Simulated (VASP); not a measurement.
# GaP: single point with PBE

Crystal: GaP.

```
Ga P
1.0
     0.00000    2.75256    2.75256
     2.75256    0.00000    2.75256
     2.75256    2.75256    0.00000
Ga P
1 1
Cartesian
  0.0000 0.0000 0.0000
  4.1288 4.1288 4.1288
```

```
Program             : VASP 6.6.1
Task                : single point
Functional          : PBE
Potentials or basis : VASP PAW PBE potentials, release 64 (Ga_d, P)
Cutoff              : 520 eV
k mesh              : 8 × 8 × 8
Occupations         : gaussian, width 0.02 eV
Spin                : no spin polarisation
```

* Pressure: 0.0 GPa
* Band gap on the k mesh: 1.58 eV, direct

Levels at points of the mesh, in eV from the valence-band top:
| k point | band 7 | band 8 | band 9 | band 10 | band 11 | band 12 |
| --- | --- | --- | --- | --- | --- | --- |
| (0.00, 0.00, 0.00) | 0.00 | 0.00 | 0.00 | 1.58 | 3.90 | 3.90 |
| (0.50, 0.00, 0.00) | -6.46 | -1.07 | -1.07 | 1.58 | 4.73 | 4.73 |
| (0.50, 0.50, 0.00) | -6.61 | -2.58 | -2.58 | 1.72 | 1.85 | 10.37 |

Run time: 17 s on 1 thread of Intel(R) Xeon(R) Platinum 8488C (Sapphire Rapids) (shared host), peak memory 0.17 GiB.

A k mesh can miss the band edges. As with any semilocal functional, this PBE gap is likely too small.
